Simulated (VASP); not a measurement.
A run of VASP 6.6.1 is set up as follows.

File INCAR:

```
PREC = Accurate
ENCUT = 520
EDIFF = 1E-6
ISMEAR = 0
SIGMA = 0.1
LREAL = Auto
LASPH = True
NELM = 80
ALGO = Normal
ISIF = 2
LWAVE = False
LCHARG = False
LDIPOL = True
IDIPOL = 3
DIPOL = 0.5 0.5 0.316
GGA = PE
NBANDS = 59
```

Contents of KPOINTS:

```
regular mesh
0
Gamma
  4 3 1
```

File POSCAR:

```
C20O
1.0
    8.5436715405      0.0000000000      0.0000000000
   -2.1359178851      8.6110540208      0.0000000000
    0.0000000000      0.0000000000     20.2788032239
C O
20 1
Direct
    0.0782061927      0.9794914374      0.1972502990
    0.5782061927      0.9794914374      0.1972502990
    0.4115395260      0.9794914374      0.1972502990
    0.9115395260      0.9794914374      0.1972502990
    0.3230790521      0.9589828748      0.2574344206
    0.8230790520      0.9589828748      0.2574344206
    0.1564123854      0.9589828748      0.2574344206
    0.6564123854      0.9589828748      0.2574344206
    0.0669022322      0.9383832545      0.3175270258
    0.5669022322      0.9383832545      0.3175270258
    0.4022890672      0.9383830569      0.3175270292
    0.9022890672      0.9383830569      0.3175270292
    0.3111132839      0.9176696404      0.3778998177
    0.8111132839      0.9176696404      0.3778998177
    0.1477212297      0.9176696493      0.3778997293
    0.6477212297      0.9176696493      0.3778997293
    0.0473700365      0.8987970040      0.4329048735
    0.5473700365      0.8987970040      0.4329048735
    0.4020265048      0.8987962851      0.4329053903
    0.9020265048      0.8987962851      0.4329053903
    0.4223700365      1.1487970040      0.2967222990
```

Potentials or basis: VASP PAW PBE potentials, release 64 (C, O).

Command:

```console
$ cat potpaw_PBE.64/C/POTCAR potpaw_PBE.64/O/POTCAR > POTCAR
$ mpirun -np 1 vasp_std > vasp.out
```

Q: Estimate the largest force.

A: 7.723 eV/Å.

Q: Estimate the band gap on the k mesh.

A: 0.21 eV.

Forces in eV/Å, atoms in the order of the input:
```
C   -5.973 -0.286  1.440
C   -7.308 -0.481  0.553
C    7.712 -0.363 -0.186
C    6.185 -0.156  1.202
C   -0.666  2.717 -1.257
C   -0.348  0.218 -1.195
C   -0.856 -0.105 -1.410
C    0.440  0.048 -0.392
C   -0.211 -0.056 -0.330
C    1.418 -0.509 -0.293
C    0.489  2.050  0.910
C    0.203  0.003  0.003
C   -0.740 -0.428  0.961
C   -0.134  0.025  0.016
C    0.489 -0.071  0.212
C    0.139  0.039 -0.297
C    0.081  0.019  0.038
C    0.117 -0.094  0.116
C   -0.303  0.015 -0.135
C   -0.019 -0.001  0.058
O   -0.713 -2.584 -0.014
```
